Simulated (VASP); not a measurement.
# SiC (R3m) in VASP: a series of runs

The runs below take SiC through single point, with PBEsol.

All numbers are computed with VASP 6.6.1; they aren't measurements. Logs are shortened: lines on timing, memory, paths and dates and some standing lists are left out, and cuts for length are marked.

### Step 1. The cell of the first run

Symmetry: R3m, No. 160, trigonal system. The conventional cell has a = 3.035 Å, b = 3.035 Å, c = 7.572 Å, α = 90.00°, β = 90.00°, γ = 120.00°. Within 2.5 Å of Si (site symmetry 3m) lie 4 C at 1.87 to 1.88 Å. C (site symmetry 3m) has 4 Si at 1.87 to 1.88 Å within 2.5 Å.

### Step 2. Single point, PBEsol

INCAR

```
SYSTEM = SiC
PREC = Accurate
ENCUT = 600
EDIFF = 1E-6
ISMEAR = 0
SIGMA = 0.01
LREAL = .FALSE.
LASPH = .TRUE.
NELM = 120
ALGO = Normal
ISIF = 2
LWAVE = .FALSE.
LCHARG = .TRUE.
GGA = PS
LELF = .TRUE.
LVHAR = .TRUE.
NBANDS = 11
GGA_COMPAT = .FALSE.
```

KPOINTS

```
Automatic mesh
0
G
  9 9 9
  0 0 0
```

POSCAR

```
SiC
1.0
    0.0267013557      2.1724550861      2.1724550861
    2.1724550861      0.0267013557      2.1724550861
    2.1724550861      2.1724550861      0.0267013557
Si C
1 1
Direct
    0.0006788474      0.0006788474      0.0006788474
    0.2493211526      0.2493211526      0.2493211526
```

Potentials or basis: VASP PAW PBE potentials, release 64 (Si, C).

Launch:

```bash
> cat potpaw_PBE.64/Si/POTCAR potpaw_PBE.64/C/POTCAR > POTCAR
> mpirun -np 1 vasp_std > vasp.out
```

OUTCAR:

```text
SYSTEM = SiC
   PREC = Accurate
   ENCUT = 600
   EDIFF = 1E-6
   ISMEAR = 0
   LREAL = .FALSE.
   LASPH = .TRUE.
   NELM = 120
   ISIF = 2
   GGA = PS

 ion  position               nearest neighbor table
   1  0.001  0.001  0.001-   2 1.87   2 1.87   2 1.87   2 1.88
   2  0.249  0.249  0.249-   1 1.87   1 1.87   1 1.87   1 1.88

  LATTYP: Found a trigonal (rhomboedric) cell.
 ALAT       =     3.0724314744
 COS(alpha) =     0.5122521748

  Lattice vectors:

 A1 = (   0.0267013557,   2.1724550861,   2.1724550861)
 A2 = (   2.1724550861,   0.0267013557,   2.1724550861)
 A3 = (   2.1724550861,   2.1724550861,   0.0267013557)

Analysis of symmetry for initial positions (statically):
=====================================================================
 Subroutine PRICEL returns:
 Original cell was already a primitive cell.

 Routine SETGRP: Setting up the symmetry group for a
 trigonal (rhombohedral) supercell.

 Subroutine GETGRP returns: Found  6 space group operations
 (whereof  6 operations were pure point group operations)
 out of a pool of 12 trial point group operations.

The static configuration has the point symmetry C_3v.

Analysis of symmetry for dynamics (positions and initial velocities):
=====================================================================
 Subroutine PRICEL returns:
 Original cell was already a primitive cell.

 Routine SETGRP: Setting up the symmetry group for a
 trigonal (rhombohedral) supercell.

 Subroutine GETGRP returns: Found  6 space group operations
 (whereof  6 operations were pure point group operations)
 out of a pool of 12 trial point group operations.

The dynamic configuration has the point symmetry C_3v.

 Subroutine INISYM returns: Found  6 space group operations
 (whereof  6 operations are pure point group operations),
 and found     1 'primitive' translations

----------------------------------------------------------------------------------------

                                     Primitive cell

  volume of cell :      20.1280

  direct lattice vectors                    reciprocal lattice vectors
     0.026701356  2.172455086  2.172455086    -0.234441605  0.231595101  0.231595101
     2.172455086  0.026701356  2.172455086     0.231595101 -0.234441605  0.231595101
     2.172455086  2.172455086  0.026701356     0.231595101  0.231595101 -0.234441605

  length of vectors
     3.072431474  3.072431474  3.072431474     0.402784617  0.402784617  0.402784617

  position of ions in fractional coordinates (direct lattice)
     0.000678847  0.000678847  0.000678847
     0.249321153  0.249321153  0.249321153

  ion indices of the primitive-cell ions
   primitive index   ion index
                 1           1
                 2           2

----------------------------------------------------------------------------------------

 KPOINTS: Automatic mesh

Automatic generation of k-mesh.
 Grid dimensions read from file:
 generate k-points for:    9    9    9

 Generating k-lattice:

  Cartesian coordinates                     Fractional coordinates (reciprocal lattice)
    -0.026049067  0.025732789  0.025732789     0.111111111  0.000000000  0.000000000
     0.025732789 -0.026049067  0.025732789     0.000000000  0.111111111  0.000000000
     0.025732789  0.025732789 -0.026049067     0.000000000  0.000000000  0.111111111

  Length of vectors
     0.044753846  0.044753846  0.044753846

  Shift w.r.t. Gamma in fractional coordinates (k-lattice)
     0.000000000  0.000000000  0.000000000

 Subroutine IBZKPT returns following result:
 ===========================================

 Found     85 irreducible k-points:

 Following reciprocal coordinates:
            Coordinates               Weight
  0.000000  0.000000  0.000000      1.000000
  0.111111  0.000000  0.000000      6.000000
  0.222222  0.000000  0.000000      6.000000
  0.333333  0.000000  0.000000      6.000000
  0.444444  0.000000  0.000000      6.000000
  0.111111  0.111111  0.000000      6.000000
[... 16 lines left out ...]
 -0.333333  0.333333  0.000000      6.000000
  0.444444  0.444444  0.000000      6.000000
 [... further k-points ...]
   k-points           NKPTS =     85   k-points in BZ     NKDIM =     85   number of bands    NBANDS=     11
   number of dos      NEDOS =    301   number of ions     NIONS =      2
   total plane-waves  NPLWV =  21952
   dimension x,y,z NGX =    28 NGY =   28 NGZ =   28
   dimension x,y,z NGXF=    56 NGYF=   56 NGZF=   56
   ions per type =               1   1
   NGX,Y,Z   is equivalent  to a cutoff of  15.15, 15.15, 15.15 a.u.
   NGXF,Y,Z  is equivalent  to a cutoff of  30.30, 30.30, 30.30 a.u.
 SYSTEM =  SiC
   PREC   = accura    normal or accurate (medium, high low for compatibility)
   ISTART =      0    job   : 0-new  1-cont  2-samecut
   ICHARG =      2    charge: 1-file 2-atom 10-const
   ISPIN  =      1    spin polarized calculation?
   LNONCOLLINEAR =      F non collinear calculations
   LSORBIT =      F    spin-orbit coupling
   LASPH  =      T    aspherical Exc in radial PAW
   ENCUT  =  600.0 eV  44.10 Ry    6.64 a.u.   6.14  6.14  6.14*2*pi/ulx,y,z
   NELM   =    120;   NELMIN=  2; NELMDL= -5     # of ELM steps
   EDIFF  = 0.1E-05   stopping-criterion for ELM
   LREAL  =      F    real-space projection
   EDIFFG = 0.1E-04   stopping-criterion for IOM
   NSW    =      0    number of steps for IOM
   IBRION =     -1    ionic relax: 0-MD 1-quasi-New 2-CG
   NFREE  =      0    steps in history (QN), initial steepest desc. (CG)
   ISIF   =      2    stress and relaxation
   ISYM   =      2    0-nonsym 1-usesym 2-fastsym
   POTIM  = 0.5000    time-step for ionic-motion
   TEBEG  =    0.0;   TEEND  =   0.0 temperature during run
   PSTRESS=    0.0 pullay stress
   NELECT =       8.0000    total number of electrons
   NUPDOWN=      -1.0000    fix difference up-down
   EMIN   =  10.00;   EMAX   =-10.00  energy-range for DOS
   EFERMI =   0.00;   METHOD = LEGACY
   ISMEAR =     0;   SIGMA  =   0.01  broadening in eV -4-tet -1-fermi 0-gaus
   EFERMI_NEDOS =   21; number of points for ismear=-14 and -15
   IALGO  =     38    algorithm
   IMIX   =      4    mixing-type and parameters
     AMIX     =   0.40;   BMIX     =  1.00
     AMIX_MAG =   1.60;   BMIX_MAG =  1.00
  volume/ion in A,a.u.               =      10.06        67.92
  Fermi-wavevector in a.u.,A,eV,Ry     =   1.203662  2.274591 19.712136  1.448801
  Thomas-Fermi vector in A             =   2.339409
   LORBIT       =      0    0 simple, 1 ext, 2 COOP (PROOUT), +10 PAW based schemes
   GGA     = PS    functional components
   LHFCALC =     F    Hartree Fock is set to
   AEXX    =    0.0000 exact exchange contribution
   IVDW    =     0    specifies the selected vdW correction
   LEPSILON=     F    determine dielectric tensor
   LRPA    =     F    only Hartree local field effects (RPA)
 non-spin polarized calculation
 Gauss-broadening in eV      SIGMA  =   0.01
  energy-cutoff  :      600.00
  volume of cell :       20.13
 maximum number of plane-waves:       683
 NGX is ok and might be reduce to    28
   NGX = 13   NGY = 13   NGZ = 13

 number of electron       8.0000000 magnetization

 Free energy of the ion-electron system (eV)
  ---------------------------------------------------
  ext. energy  EPLUGINS =         0.00000000
  ---------------------------------------------------
  free energy    TOTEN  =       -15.89666860 eV

  energy without entropy =      -15.89666860  energy(sigma->0) =      -15.89666860

 E-fermi :   8.5098     XC(G=0): -11.6244

 val. band max:        8.4393849644   @ k =   0.0000   0.0000   0.0000
 cond. band min:       9.7202013544   @ k =   0.4444   0.4444   0.0000
 fundamental gap:      1.2808163900
 Fermi energy:         8.5097933138

 k-point     1 :       0.0000    0.0000    0.0000
  band No.  band energies     occupation
      1      -7.2739      2.00000
      2       8.2336      2.00000
      3       8.4394      2.00000
      4       8.4394      2.00000
      5      14.7328      0.00000
      6      15.6859      0.00000
      7      15.9427      0.00000
      8      15.9427      0.00000
      9      22.9911      0.00000
     10      22.9911      0.00000
     11      25.0586      0.00000

 k-point     2 :       0.1111    0.0000    0.0000
  band No.  band energies     occupation
      1      -7.0243      2.00000
      2       7.1986      2.00000
      3       8.0960      2.00000
      4       8.2658      2.00000
      5      14.9006      0.00000
      6      15.9594      0.00000
      7      16.2337      0.00000
      8      16.4014      0.00000
      9      21.7764      0.00000
     10      21.8982      0.00000
     11      24.5668      0.00000

 k-point     3 :       0.2222    0.0000    0.0000
  band No.  band energies     occupation
      1      -6.2883      2.00000
      2       4.7278      2.00000
      3       7.7427      2.00000
      4       7.8895      2.00000
      5      14.5550      0.00000
      6      16.2544      0.00000
      7      16.5044      0.00000
      8      17.6923      0.00000
      9      21.1860      0.00000
     10      21.4951      0.00000
     11      23.6375      0.00000

 k-point     4 :       0.3333    0.0000    0.0000
  band No.  band energies     occupation
      1      -5.1249      2.00000
      2       2.1241      2.00000
      3       7.4201      2.00000
      4       7.5393      2.00000
      5      14.1441      0.00000
      6      15.9322      0.00000
      7      16.1218      0.00000
      8      18.3911      0.00000
      9      22.5207      0.00000
     10      22.9929      0.00000
     11      23.7622      0.00000
[... 239 lines left out ...]
 k-point    22 :      -0.4444    0.3333    0.0000
  band No.  band energies     occupation
      1      -2.3208      2.00000
      2       1.0922      2.00000
      3       3.2077      2.00000
      4       5.5522      2.00000
      5      11.1808      0.00000
      6      15.8032      0.00000
      7      20.2783      0.00000
      8      20.6674      0.00000
      9      22.3423      0.00000
     10      25.3878      0.00000
     11      30.4705      0.00000

 k-point    23 :      -0.3333    0.3333    0.0000
  band No.  band energies     occupation
      1      -2.4157      2.00000
      2       1.2505      2.00000
      3       2.5553      2.00000
      4       6.0612      2.00000
      5      12.0124      0.00000
      6      17.7000      0.00000
      7      19.2049      0.00000
      8      20.1699      0.00000
      9      21.5448      0.00000
     10      22.9497      0.00000
     11      30.5584      0.00000

 k-point    24 :       0.4444    0.4444    0.0000
  band No.  band energies     occupation
      1      -2.5678      2.00000
      2       1.0035      2.00000
      3       5.0623      2.00000
      4       5.2891      2.00000
      5       9.7202      0.00000
      6      12.7740      0.00000
      7      22.3295      0.00000
      8      22.3583      0.00000
      9      23.2544      0.00000
     10      28.2480      0.00000
     11      30.9934      0.00000

 [... further k-points ...]
[... 5 lines left out ...]
  --------------------------------------------------------------------------------------
  -------------------------------------------------------------------------------------
  Total        0.8206400      0.8206400      0.8206400     -0.3979113     -0.3979113     -0.3979113
  in kB       65.3223735     65.3223735     65.3223735    -31.6734603    -31.6734603    -31.6734603
  external PRESSURE =      65.3223735 kB  Pullay stress =       0.0000000 kB

 VOLUME and BASIS-vectors are now :
 -----------------------------------------------------------------------------
  energy-cutoff  :      600.00
  volume of cell :       20.13
      direct lattice vectors                 reciprocal lattice vectors
     0.026701356  2.172455086  2.172455086    -0.234441605  0.231595101  0.231595101
     2.172455086  0.026701356  2.172455086     0.231595101 -0.234441605  0.231595101
     2.172455086  2.172455086  0.026701356     0.231595101  0.231595101 -0.234441605

 POSITION                                       TOTAL-FORCE (eV/Angst)
 -----------------------------------------------------------------------------------
      0.00297      0.00297      0.00297        -0.000771     -0.000771     -0.000771
      1.08994      1.08994      1.08994         0.000771      0.000771      0.000771
 -----------------------------------------------------------------------------------
    total drift:                                0.000012      0.000012      0.000012

  FREE ENERGIE OF THE ION-ELECTRON SYSTEM (eV)
  ---------------------------------------------------
  free  energy   TOTEN  =       -15.8966686037 eV

  energy  without entropy=      -15.8966686037  energy(sigma->0) =      -15.89666860
```

Wall time 45 s (1 thread of Intel Xeon 8259CL, shared host); peak memory 0.16 GiB.

What came out:

```
Free energy            : -15.8967 eV
Pressure               : 6.5 GPa
Band gap on the k mesh : 1.28 eV (least direct gap 4.43 eV)
```

Stress tensor (GPa, compression positive):
```
 6.53 -3.17 -3.17
-3.17  6.53 -3.17
-3.17 -3.17  6.53
```

Caveat: the cell stands under pressure; the PAW data sets were made with another functional, which shifts forces and pressure a little; an odd mesh through Γ misses points on the zone boundary, where band edges can lie.

### Step 3. Single point, PBEsol

INCAR

```
  ALGO = Normal
  EDIFF = 1E-6
  ENCUT = 600
  GGA = PS
  GGA_COMPAT = False
  ISIF = 2
  ISMEAR = 0
  LASPH = True
  LCHARG = False
  LREAL = False
  LWAVE = False
  NBANDS = 11
  NELM = 120
  PREC = Accurate
  SIGMA = 0.01
```

KPOINTS

```
k-points
0
Gamma
  9 9 9
```

POSCAR is that of step 2.

Potentials or basis: VASP PAW PBE potentials, release 64 (Si, C).

Launch:

```bash
> cat potpaw_PBE.64/Si/POTCAR potpaw_PBE.64/C/POTCAR > POTCAR
> mpirun -np 1 vasp_std > vasp.out
```

OUTCAR:

```text
EDIFF = 1E-6
   ENCUT = 600
   GGA = PS
   ISIF = 2
   ISMEAR = 0
   LASPH = True
   LREAL = False
   NELM = 120
   PREC = Accurate

 ion  position               nearest neighbor table
   1  0.001  0.001  0.001-   2 1.87   2 1.87   2 1.87   2 1.88
   2  0.249  0.249  0.249-   1 1.87   1 1.87   1 1.87   1 1.88

  LATTYP: Found a trigonal (rhomboedric) cell.
 ALAT       =     3.0724314744
 COS(alpha) =     0.5122521748

  Lattice vectors:

[... 521 lines left out ...]

 [... further k-points ...]

------------------------ aborting loop because EDIFF is reached ----------------------------------------

  FORCE on cell =-STRESS in cart. coord.  units (eV):
  Direction    XX          YY          ZZ          XY          YZ          ZX
  --------------------------------------------------------------------------------------
  -------------------------------------------------------------------------------------
  Total        0.8206400      0.8206400      0.8206400     -0.3979113     -0.3979113     -0.3979113
  in kB       65.3223735     65.3223735     65.3223735    -31.6734603    -31.6734603    -31.6734603
  external PRESSURE =      65.3223735 kB  Pullay stress =       0.0000000 kB

 VOLUME and BASIS-vectors are now :
 -----------------------------------------------------------------------------
  energy-cutoff  :      600.00
  volume of cell :       20.13
      direct lattice vectors                 reciprocal lattice vectors
     0.026701356  2.172455086  2.172455086    -0.234441605  0.231595101  0.231595101
     2.172455086  0.026701356  2.172455086     0.231595101 -0.234441605  0.231595101
     2.172455086  2.172455086  0.026701356     0.231595101  0.231595101 -0.234441605

 POSITION                                       TOTAL-FORCE (eV/Angst)
 -----------------------------------------------------------------------------------
      0.00297      0.00297      0.00297        -0.000771     -0.000771     -0.000771
      1.08994      1.08994      1.08994         0.000771      0.000771      0.000771
 -----------------------------------------------------------------------------------
    total drift:                                0.000012      0.000012      0.000012

  FREE ENERGIE OF THE ION-ELECTRON SYSTEM (eV)
  ---------------------------------------------------
  free  energy   TOTEN  =       -15.8966686037 eV

  energy  without entropy=      -15.8966686037  energy(sigma->0) =      -15.89666860
```

It took 42 s on 1 thread of Intel Xeon 8259CL, shared host; peak memory 0.16 GiB.

Results:

- Free energy: -15.8967 eV
- Pressure: 6.5 GPa
- Band gap on the k mesh: 1.28 eV (least direct gap 4.43 eV)

Caveat: the cell stands under pressure; the PAW data sets were made with another functional, which shifts forces and pressure a little; an odd mesh through Γ misses points on the zone boundary, where band edges can lie.
